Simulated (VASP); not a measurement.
# ZnS (P1) in VASP: single point with r2SCAN

Aim: the single point of ZnS with r2SCAN.

All numbers are computed with VASP 6.6.1; they aren't measurements. Logs are shortened: lines on timing, memory, paths and dates and some standing lists are left out, and cuts for length are marked.

### Step 1. The cell of the first run

The typed cell holds 8 atoms: a = 5.389 Å, b = 5.389 Å, c = 5.389 Å, α = 90.00°, β = 90.00°, γ = 90.00°.

### Step 2. Single point, r2SCAN (atoms moved at random)

Input file POSCAR:

```
ZnS
1.0
    5.3890263884      0.0000000000      0.0000000000
    0.0000000000     -5.3890263884      0.0000000000
    0.0000000000      0.0000000000     -5.3890263884
Zn S
4 4
Direct
    0.0193090343     -0.1259703905      0.0452513840
    0.4268080536      0.4883463592      0.0905367306
    0.5598573653      0.1326939422      0.5287767319
    0.0541472424      0.6082683970      0.3721787653
    0.6651333410      0.7230667872      0.7309655019
    0.2259671756      0.2270143272      0.7703356218
    0.2695797203      0.7082734938      0.2389968952
    0.7791980676      0.2383070839      0.2229583693
```

Input file INCAR.step1:

```
ALGO     = Normal         # electronic algorithm
EDIFF    = 1E-4           # SCF threshold, eV
ENCUT    = 520            # plane-wave cutoff, eV
GGA      = PE             # functional
ISMEAR   = 0              # smearing method
LASPH    = True           # aspherical terms in the spheres
LCHARG   = False          # write CHGCAR
LREAL    = False          # projectors in reciprocal space
LWAVE    = True           # write WAVECAR
NBANDS   = 46             # bands
NELM     = 80             # most SCF steps
PREC     = Accurate       # precision mode
SIGMA    = 0.05           # smearing width, eV
```

Input file INCAR.step2:

```
ALGO     = Normal         # electronic algorithm
EDIFF    = 1E-6           # SCF threshold, eV
ENCUT    = 520            # plane-wave cutoff, eV
ISIF     = 2              # what is computed and relaxed
ISMEAR   = 0              # smearing method
ISTART   = 1            
LASPH    = True           # aspherical terms in the spheres
LCHARG   = True           # write CHGCAR
LELF     = True           # ELF
LMIXTAU  = True         
LREAL    = False          # projectors in reciprocal space
LVHAR    = True         
LWAVE    = False          # write WAVECAR
METAGGA  = R2SCAN         # meta-GGA
NBANDS   = 46             # bands
NELM     = 80             # most SCF steps
PREC     = Accurate       # precision mode
SIGMA    = 0.05           # smearing width, eV
```

Input file KPOINTS:

```
k-points
0
Gamma
  4 4 4
```

Potentials or basis: VASP PAW PBE potentials, release 64 (Zn, S).

Launch:

```
$ cat potpaw_PBE.64/Zn/POTCAR potpaw_PBE.64/S/POTCAR > POTCAR
$ cp INCAR.step1 INCAR
$ mpirun -np 1 vasp_std > vasp.out
$ cp INCAR.step2 INCAR
$ mpirun -np 1 vasp_std > vasp.out
```

OUTCAR:

```text
EDIFF = 1E-6
   ENCUT = 520
   ISIF = 2
   ISMEAR = 0
   ISTART = 1
   LASPH = True
   LREAL = False
   METAGGA = R2SCAN
   NELM = 80
   PREC = Accurate

 ion  position               nearest neighbor table
   1  0.019  0.874  0.045-   7 1.93   4 2.28   8 2.54   6 2.66   5 2.68   2 3.03
   2  0.427  0.488  0.091-   7 1.66   8 2.44   6 2.48   4 2.60   5 2.65   1 3.03
   3  0.560  0.133  0.529-   8 2.11   6 2.28   5 2.53
   4  0.054  0.608  0.372-   7 1.47   1 2.28   2 2.60   8 2.61   5 2.92
   5  0.665  0.723  0.731-   3 2.53   2 2.65   1 2.68   4 2.92
   6  0.226  0.227  0.770-   3 2.28   2 2.48   1 2.66
   7  0.270  0.708  0.239-   4 1.47   2 1.66   1 1.93
   8  0.779  0.238  0.223-   3 2.11   2 2.44   1 2.54   4 2.61

  LATTYP: Found a simple cubic cell.
 ALAT       =     5.3890263884

  Lattice vectors:

 A1 = (   5.3890263884,   0.0000000000,   0.0000000000)
 A2 = (   0.0000000000,  -5.3890263884,   0.0000000000)
 A3 = (   0.0000000000,   0.0000000000,  -5.3890263884)

Analysis of symmetry for initial positions (statically):
=====================================================================
 Subroutine PRICEL returns:
 Original cell was already a primitive cell.

 Routine SETGRP: Setting up the symmetry group for a
 simple cubic supercell.

 Subroutine GETGRP returns: Found  1 space group operations
 (whereof  1 operations were pure point group operations)
 out of a pool of 48 trial point group operations.

The static configuration has the point symmetry C_1 .

Analysis of symmetry for dynamics (positions and initial velocities):
=====================================================================
 Subroutine PRICEL returns:
 Original cell was already a primitive cell.

 Routine SETGRP: Setting up the symmetry group for a
 simple cubic supercell.

 Subroutine GETGRP returns: Found  1 space group operations
 (whereof  1 operations were pure point group operations)
 out of a pool of 48 trial point group operations.

The dynamic configuration has the point symmetry C_1 .

 Subroutine INISYM returns: Found  1 space group operations
 (whereof  1 operations are pure point group operations),
 and found     1 'primitive' translations

----------------------------------------------------------------------------------------

                                     Primitive cell

  volume of cell :     156.5060

  direct lattice vectors                    reciprocal lattice vectors
     5.389026388  0.000000000  0.000000000     0.185562276  0.000000000  0.000000000
     0.000000000 -5.389026388  0.000000000     0.000000000 -0.185562276  0.000000000
     0.000000000  0.000000000 -5.389026388     0.000000000  0.000000000 -0.185562276

  length of vectors
     5.389026388  5.389026388  5.389026388     0.185562276  0.185562276  0.185562276

  position of ions in fractional coordinates (direct lattice)
     0.019309034  0.874029609  0.045251384
     0.426808054  0.488346359  0.090536731
     0.559857365  0.132693942  0.528776732
     0.054147242  0.608268397  0.372178765
     0.665133341  0.723066787  0.730965502
     0.225967176  0.227014327  0.770335622
     0.269579720  0.708273494  0.238996895
     0.779198068  0.238307084  0.222958369

  ion indices of the primitive-cell ions
   primitive index   ion index
                 1           1
                 2           2
                 3           3
                 4           4
                 5           5
                 6           6
                 7           7
                 8           8

----------------------------------------------------------------------------------------

 KPOINTS: k-points

Automatic generation of k-mesh.
 Grid dimensions read from file:
 generate k-points for:    4    4    4

 Generating k-lattice:

  Cartesian coordinates                     Fractional coordinates (reciprocal lattice)
     0.046390569  0.000000000  0.000000000     0.250000000  0.000000000  0.000000000
     0.000000000 -0.046390569  0.000000000     0.000000000  0.250000000  0.000000000
     0.000000000  0.000000000 -0.046390569     0.000000000  0.000000000  0.250000000

  Length of vectors
     0.046390569  0.046390569  0.046390569

  Shift w.r.t. Gamma in fractional coordinates (k-lattice)
     0.000000000  0.000000000  0.000000000

 Subroutine IBZKPT returns following result:
 ===========================================

 Found     36 irreducible k-points:

 Following reciprocal coordinates:
            Coordinates               Weight
  0.000000  0.000000  0.000000      1.000000
  0.250000  0.000000  0.000000      2.000000
  0.000000  0.250000  0.000000      2.000000
  0.000000  0.000000  0.250000      2.000000
  0.500000  0.000000  0.000000      1.000000
  0.000000  0.500000  0.000000      1.000000
[... 16 lines left out ...]
  0.250000  0.250000  0.250000      2.000000
 -0.250000  0.250000  0.250000      2.000000
 [... further k-points ...]
   k-points           NKPTS =     36   k-points in BZ     NKDIM =     36   number of bands    NBANDS=     46
   number of dos      NEDOS =    301   number of ions     NIONS =      8
   total plane-waves  NPLWV =  64000
   dimension x,y,z NGX =    40 NGY =   40 NGZ =   40
   dimension x,y,z NGXF=    80 NGYF=   80 NGZF=   80
   ions per type =               4   4
   NGX,Y,Z   is equivalent  to a cutoff of  12.34, 12.34, 12.34 a.u.
   NGXF,Y,Z  is equivalent  to a cutoff of  24.68, 24.68, 24.68 a.u.
 SYSTEM =  unknown system
   PREC   = accura    normal or accurate (medium, high low for compatibility)
   ISTART =      1    job   : 0-new  1-cont  2-samecut
   ICHARG =      0    charge: 1-file 2-atom 10-const
   ISPIN  =      1    spin polarized calculation?
   LNONCOLLINEAR =      F non collinear calculations
   LSORBIT =      F    spin-orbit coupling
   LASPH  =      T    aspherical Exc in radial PAW
   ENCUT  =  520.0 eV  38.22 Ry    6.18 a.u.  10.02 10.02 10.02*2*pi/ulx,y,z
   NELM   =     80;   NELMIN=  2; NELMDL=  0     # of ELM steps
   EDIFF  = 0.1E-05   stopping-criterion for ELM
   LREAL  =      F    real-space projection
   EDIFFG = 0.1E-04   stopping-criterion for IOM
   NSW    =      0    number of steps for IOM
   IBRION =     -1    ionic relax: 0-MD 1-quasi-New 2-CG
   NFREE  =      0    steps in history (QN), initial steepest desc. (CG)
   ISIF   =      2    stress and relaxation
   ISYM   =      2    0-nonsym 1-usesym 2-fastsym
   POTIM  = 0.5000    time-step for ionic-motion
   TEBEG  =    0.0;   TEEND  =   0.0 temperature during run
   PSTRESS=    0.0 pullay stress
   NELECT =      72.0000    total number of electrons
   NUPDOWN=      -1.0000    fix difference up-down
   EMIN   =  10.00;   EMAX   =-10.00  energy-range for DOS
   EFERMI =   0.00;   METHOD = LEGACY
   ISMEAR =     0;   SIGMA  =   0.05  broadening in eV -4-tet -1-fermi 0-gaus
   EFERMI_NEDOS =   21; number of points for ismear=-14 and -15
   IALGO  =     38    algorithm
   IMIX   =      4    mixing-type and parameters
     AMIX     =   0.40;   BMIX     =  1.00
     AMIX_MAG =   1.60;   BMIX_MAG =  1.00
  volume/ion in A,a.u.               =      19.56       132.02
  Fermi-wavevector in a.u.,A,eV,Ry     =   1.263791  2.388219 21.730795  1.597168
  Thomas-Fermi vector in A             =   2.397130
   LORBIT       =      0    0 simple, 1 ext, 2 COOP (PROOUT), +10 PAW based schemes
   METAGGA = R2SCAN    functional components
   LHFCALC =     F    Hartree Fock is set to
   AEXX    =    0.0000 exact exchange contribution
   IVDW    =     0    specifies the selected vdW correction
   LEPSILON=     F    determine dielectric tensor
   LRPA    =     F    only Hartree local field effects (RPA)
 non-spin polarized calculation
 Gauss-broadening in eV      SIGMA  =   0.05
  energy-cutoff  :      520.00
  volume of cell :      156.51
 maximum number of plane-waves:      4238
   NGX = 21   NGY = 21   NGZ = 21

 number of electron      71.9999993 magnetization

 Free energy of the ion-electron system (eV)
  ---------------------------------------------------
  ext. energy  EPLUGINS =         0.00000000
  ---------------------------------------------------
  free energy    TOTEN  =       -56.13553967 eV

  energy without entropy =      -56.13553967  energy(sigma->0) =      -56.13553967

 E-fermi :   2.6411     XC(G=0): -10.2801

 val. band max:        2.3695889197   @ k =   0.5000   0.5000   0.5000
 cond. band min:       3.6220649341   @ k =   0.0000   0.0000   0.0000
 fundamental gap:      1.2524760144
 Fermi energy:         2.6410874234

 k-point     1 :       0.0000    0.0000    0.0000
  band No.  band energies     occupation
      1     -16.1994      2.00000
      2     -11.1016      2.00000
      3     -10.1915      2.00000
      4      -9.8609      2.00000
      5      -9.5859      2.00000
      6      -9.1725      2.00000
[... 38 lines left out ...]
     45       9.8627      0.00000
     46      10.4616      0.00000

 k-point     2 :       0.2500    0.0000    0.0000
  band No.  band energies     occupation
      1     -16.1904      2.00000
      2     -11.0801      2.00000
      3     -10.1689      2.00000
      4      -9.8813      2.00000
      5      -9.6204      2.00000
      6      -9.2557      2.00000
[... 38 lines left out ...]
     45       9.4757      0.00000
     46      10.0202      0.00000

 k-point     3 :       0.0000    0.2500    0.0000
  band No.  band energies     occupation
      1     -16.1929      2.00000
      2     -11.0795      2.00000
      3     -10.1880      2.00000
      4      -9.8429      2.00000
      5      -9.5613      2.00000
      6      -9.1946      2.00000
[... 1018 lines left out ...]
     45       9.4975      0.00000
     46      10.0490      0.00000

 k-point    24 :      -0.2500    0.2500    0.2500
  band No.  band energies     occupation
      1     -16.1807      2.00000
      2     -11.0041      2.00000
      3     -10.1578      2.00000
      4      -9.9099      2.00000
      5      -9.6135      2.00000
      6      -9.3292      2.00000
[... 38 lines left out ...]
     45       9.2036      0.00000
     46       9.5594      0.00000

 [... further k-points ...]

------------------------ aborting loop because EDIFF is reached ----------------------------------------

  FORCE on cell =-STRESS in cart. coord.  units (eV):
  Direction    XX          YY          ZZ          XY          YZ          ZX
  --------------------------------------------------------------------------------------
  -------------------------------------------------------------------------------------
  Total       55.5657763     27.1144530     27.3787294     -3.2148476     -6.0080232     32.5193126
  in kB      568.8359531    277.5750966    280.2805367    -32.9109219    -61.5051180    332.9055291
  external PRESSURE =     375.5638621 kB  Pullay stress =       0.0000000 kB

 VOLUME and BASIS-vectors are now :
 -----------------------------------------------------------------------------
  energy-cutoff  :      520.00
  volume of cell :      156.51
      direct lattice vectors                 reciprocal lattice vectors
     5.389026388  0.000000000  0.000000000     0.185562276  0.000000000  0.000000000
     0.000000000 -5.389026388  0.000000000     0.000000000 -0.185562276  0.000000000
     0.000000000  0.000000000 -5.389026388     0.000000000  0.000000000 -0.185562276

 POSITION                                       TOTAL-FORCE (eV/Angst)
 -----------------------------------------------------------------------------------
      0.10406     -4.71017     -0.24386        -5.246347     -5.112702      6.518144
      2.30008     -2.63171     -0.48790        11.630033     15.559025     12.039304
      3.01709     -0.71509     -2.84959        -0.716870      1.146455     -2.350149
      0.29180     -3.27797     -2.00568       -39.581286     19.847318    -26.673001
      3.58442     -3.89663     -3.93919         2.117598     -0.570792      0.036155
      1.21774     -1.22339     -4.15136        -0.027161     -0.064038     -0.249396
      1.45277     -3.81690     -1.28796        31.217660    -30.024135      9.894082
      4.19912     -1.28424     -1.20153         0.606372     -0.781130      0.784861
 -----------------------------------------------------------------------------------
    total drift:                                0.011626      0.026345      0.007867

  FREE ENERGIE OF THE ION-ELECTRON SYSTEM (eV)
  ---------------------------------------------------
  free  energy   TOTEN  =       -56.1355396710 eV

  energy  without entropy=      -56.1355396710  energy(sigma->0) =      -56.13553967
```

Run time: 9.6 min. Hardware: 1 thread of Intel Xeon Platinum 8488C (Sapphire Rapids), shared host; peak memory 0.37 GiB.

Results:

```yaml
Free_energy: -56.1355 eV
Pressure: 37.6 GPa
Largest_force: 51.692 eV/Å
Band_gap_on_the_k_mesh: 1.25 eV, indirect (least direct gap 1.40 eV)
```

Forces on the atoms (eV/Å):
```
Zn   -5.246  -5.113   6.518
Zn   11.630  15.559  12.039
Zn   -0.717   1.146  -2.350
Zn  -39.581  19.847 -26.673
S     2.118  -0.571   0.036
S    -0.027  -0.064  -0.249
S    31.218 -30.024   9.894
S     0.606  -0.781   0.785
```

Stress tensor (GPa, compression positive):
```
56.88 -3.29 33.29
-3.29 27.76 -6.15
33.29 -6.15 28.03
```

Caveat: the cell differs from its parent crystal (atoms moved at random); the PAW data sets were made with another functional, which shifts forces and pressure a little. A k mesh can miss the band edges.
